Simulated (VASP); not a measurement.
Set up this calculation in VASP 6.6.1, as the native input.

* Task: single point
* Functional: PBE
* Potentials or basis: VASP PAW PBE potentials, release 64 (Ru_pv)
* Cutoff: 520 eV
* k mesh: 21 × 21 × 6
* Occupations: gaussian, width 0.1 eV
* Spin: no spin polarisation
* Dipole correction: no
* Further INCAR settings: ALGO = Fast; EDIFF = 1e-06; NBANDS = 36

The structure of Ru lies in POSCAR:

```
Ru
1.0
    2.7066739328      0.0000000000      0.0000000000
   -1.3533369664      2.3440483856      0.0000000000
    0.0000000000      0.0000000000      8.7117686966
Ru
4
Direct
    0.0000000000      0.0000000000      0.0000000000
    0.0000000000      0.0000000000      0.5000000000
    0.3333333333      0.6666666667      0.7500000000
    0.6666666667      0.3333333333      0.2500000000
```

These files were run (other wordings do the same):

INCAR

```
SYSTEM = Ru
PREC     = Accurate       ! precision mode
ENCUT    = 520            ! plane-wave cutoff, eV
EDIFF    = 1E-6           ! SCF threshold, eV
ISMEAR   = 0              ! smearing method
SIGMA    = 0.1            ! smearing width, eV
LREAL    = .FALSE.        ! projectors in reciprocal space
LASPH    = .TRUE.         ! aspherical terms in the spheres
NELM     = 100            ! most SCF steps
ALGO     = Fast           ! electronic algorithm
ISIF     = 2              ! what is computed and relaxed
LWAVE    = .FALSE.        ! write WAVECAR
LCHARG   = .TRUE.         ! write CHGCAR
GGA      = PE             ! functional
LELF     = .TRUE.         ! ELF
LVHAR    = .TRUE.       
NBANDS   = 36             ! bands
```

KPOINTS

```
Automatic mesh
0
G
  21 21 6
  0 0 0
```

Potentials or basis: VASP PAW PBE potentials, release 64 (Ru_pv).

The run is started by

```bash
$ cat potpaw_PBE.64/Ru_pv/POTCAR > POTCAR
$ mpirun -np 1 vasp_std > vasp.out
```

Results of the run:

```json
{
  "Pressure": "-0.1 GPa",
  "Band gap on the k mesh": "zero (bands 28 and 29 overlap by 2.84 eV)"
}
```

Run time: 5.9 min on 1 thread of Intel(R) Xeon(R) Platinum 8488C (Sapphire Rapids), with other jobs on the host, peak memory 0.36 GiB.
